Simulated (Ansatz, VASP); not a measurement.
Given: the input of a run of Ansatz 0.2.0 on Bi.

File input.yaml:

```yaml
crystal:
  lattice:
    - [-1.9409818243, 1.9409818243, 1.9409818243]
    - [1.9409818243, -1.9409818243, 1.9409818243]
    - [1.9409818243, 1.9409818243, -1.9409818243]
  atoms:
    - { symbol: Bi, position: [0.0, 0.0, 0.0] }
hamiltonian:
  xc: r2scan0
  pseudopotentials: { kind: paw }
kpoints:
  mp_grid: { grid: [5, 5, 5] }
scf:
  occupations: { method: fermi_dirac, width: 0.05 }
output:
  forces: true
  stress: true
  eigenvalues: true
```

Potentials or basis: Ansatz PAW.

The run is started by

```sh
$ ansatz run input.yaml --threads 2 --pin off --max-ram 5632MiB --backend cpu --events-out ev --progress --plain --runs-dir out
```

Q: Translate it to VASP 6.6.1. Potentials there: VASP PAW PBE potentials, release 64 (Bi_d).

A: As run (the cutoff follows the program's own potentials):

The input POSCAR:

```
Bi
1.0
   -1.9409818243      1.9409818243      1.9409818243
    1.9409818243     -1.9409818243      1.9409818243
    1.9409818243      1.9409818243     -1.9409818243
Bi
1
Direct
    0.0000000000      0.0000000000      0.0000000000
```

File INCAR.step1:

```
PREC     = Accurate       # precision mode
ENCUT    = 520            # plane-wave cutoff, eV
EDIFF    = 1E-5           # SCF threshold, eV
ISMEAR   = -1             # smearing method
SIGMA    = 0.05           # smearing width, eV
LREAL    = False          # projectors in reciprocal space
LASPH    = True           # aspherical terms in the spheres
NELM     = 100            # most SCF steps
ALGO     = Normal         # electronic algorithm
ISIF     = 2              # what is computed and relaxed
LWAVE    = True           # write WAVECAR
LCHARG   = False          # write CHGCAR
NBANDS   = 14             # bands
GGA      = PE             # functional
```

The input INCAR.step2:

```
PREC     = Accurate       # precision mode
ENCUT    = 520            # plane-wave cutoff, eV
EDIFF    = 1E-6           # SCF threshold, eV
ISMEAR   = -1             # smearing method
SIGMA    = 0.05           # smearing width, eV
LREAL    = False          # projectors in reciprocal space
LASPH    = True           # aspherical terms in the spheres
NELM     = 100            # most SCF steps
ALGO     = Normal         # electronic algorithm
ISIF     = 2              # what is computed and relaxed
LWAVE    = False          # write WAVECAR
LCHARG   = False          # write CHGCAR
METAGGA  = R2SCAN         # meta-GGA
LHFCALC  = True           # exact exchange
AEXX     = 0.25           # exact-exchange fraction
LMIXTAU  = True         
PRECFOCK = Normal       
NBANDS   = 14             # bands
ISTART   = 1
```

File KPOINTS:

```
regular mesh
0
Gamma
  5 5 5
```

Potentials or basis: VASP PAW PBE potentials, release 64 (Bi_d).

The run is started by

```bash
$ cat potpaw_PBE.64/Bi_d/POTCAR > POTCAR
$ cp INCAR.step1 INCAR
$ mpirun -np 1 vasp_std > vasp.out
$ cp INCAR.step2 INCAR
$ mpirun -np 1 vasp_std > vasp.out
```

Both were run:

|  | VASP | Ansatz | Ansatz less VASP |
| --- | --- | --- | --- |
| gap on the k mesh at the Fermi level (eV) | none | none | - |
| pressure (GPa) | 1.2 | 1.4 | +0.15 |

VASP's potentials were made for PBE, not for r2SCAN0. A gap of «none» marks a metal or a gap that the smearing closes.

The k mesh is coarse, so the values compare programs but aren't converged. Spin-orbit coupling is off throughout.
